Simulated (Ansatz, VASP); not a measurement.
One calculation of Ca5Ge2N6, two programs

```
Ca Ge N
1.0
     5.14283   -3.01175    0.00000
     5.14283    3.01175    0.00000
    -2.04739    0.00000   12.94831
Ca Ge N
10 4 12
Cartesian
  4.9113 1.5000 6.5688
  2.3033 1.5000 12.8537
  3.3270 -1.5000 6.3795
  5.9350 -1.5000 0.0946
  1.1073 -0.5457 2.7840
  8.1546 -0.5457 3.6901
  7.1309 0.5457 10.1643
  0.0836 0.5457 9.2582
  4.6310 -0.7273 3.2371
  3.6073 0.7273 9.7112
  7.8672 0.7730 1.0462
  1.3948 0.7730 5.4280
  0.3711 -0.7730 11.9021
  6.8435 -0.7730 7.5203
  9.5185 0.2651 1.6773
  -0.2565 0.2651 4.7969
  -1.2802 -0.2651 11.2710
  8.4948 -0.2651 8.1514
  6.4053 0.1692 2.0388
  2.8567 0.1692 4.4354
  1.8330 -0.1692 10.9095
  5.3816 -0.1692 8.5129
  2.6411 -0.2687 0.8082
  6.6209 -0.2687 5.6659
  5.5972 0.2687 12.1401
  1.6174 0.2687 7.2824
```

Alike in both runs: task electric field gradients; functional PBE; k mesh 6 × 6 × 3; occupations fermi-dirac, width 0.02 eV; no spin polarisation.

```csv
,VASP,Ansatz
version,VASP 6.6.1,Ansatz 0.2.0
potentials or method,"VASP PAW PBE potentials, release 64 (Ca_sv, Ge_d, N)","plane-wave PAW, scalar-relativistic"
plane-wave cutoff (eV),520,420
valence electrons in the cell,216,216
```

```csv
,VASP,Ansatz,Ansatz less VASP
gap on the k mesh at the Fermi level (eV),1.96,1.96,+0.003
pressure (GPa),0.2,0.0,-0.21
"traceless stress, the component that is largest in VASP (GPa)",0.05,0.10,+0.051
rms of the force components (eV/Å),0.011,0.026,+0.0152
size of Vzz on the site where it differs most (V/Å²),68.7,71.4,+2.70
```

Atom by atom the forces differ by 0.018 eV/Å (rms over components). The functional is the same, so the differences come from potentials, cutoffs and numerics.
